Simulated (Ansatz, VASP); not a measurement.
One calculation of Ti3Sb2Se3, two programs

```
Ti Sb Se
1.0
     3.54996    0.00000    0.00000
    -1.77498    3.07436    0.00000
     0.00000    0.00000   16.70712
Ti Sb Se
3 2 3
Direct
  0.66667 0.33333 0.08990
  0.33333 0.66667 0.91010
  0.00000 0.00000 0.50000
  0.33333 0.66667 0.21077
  0.66667 0.33333 0.78923
  0.00000 0.00000 0.00000
  0.33333 0.66667 0.59256
  0.66667 0.33333 0.40744
```

Alike in both runs: functional PBE; k mesh 12 × 12 × 2; occupations gaussian, width 0.1 eV; no spin polarisation.

Ansatz relaxed the structure, and its values are those at the end. VASP's run is a single point on that final structure, the one shown.

|  | VASP | Ansatz |
| --- | --- | --- |
| version | VASP 6.6.1 | Ansatz 0.2.0 |
| potentials or method | VASP PAW PBE potentials, release 64 (Ti_sv, Sb, Se), cutoff 520 eV | scalar-relativistic, plane waves, PAW |
| valence electrons in the cell | 64 | 114 |

|  | VASP | Ansatz | Ansatz less VASP |
| --- | --- | --- | --- |
| gap on the k mesh at the Fermi level (eV) | none | none | - |
| pressure (GPa) | 0.1 | 0.0 | -0.08 |
| rms of the force components (eV/Å) | 0.006 | 0.002 | -0.0037 |

A gap of «none» marks a metal or a gap that the smearing closes. VASP's potentials hold 64 valence electrons a cell and Ansatz's 114, so a difference there can come from the potentials and not from the codes.

Neither program's run includes spin-orbit coupling.
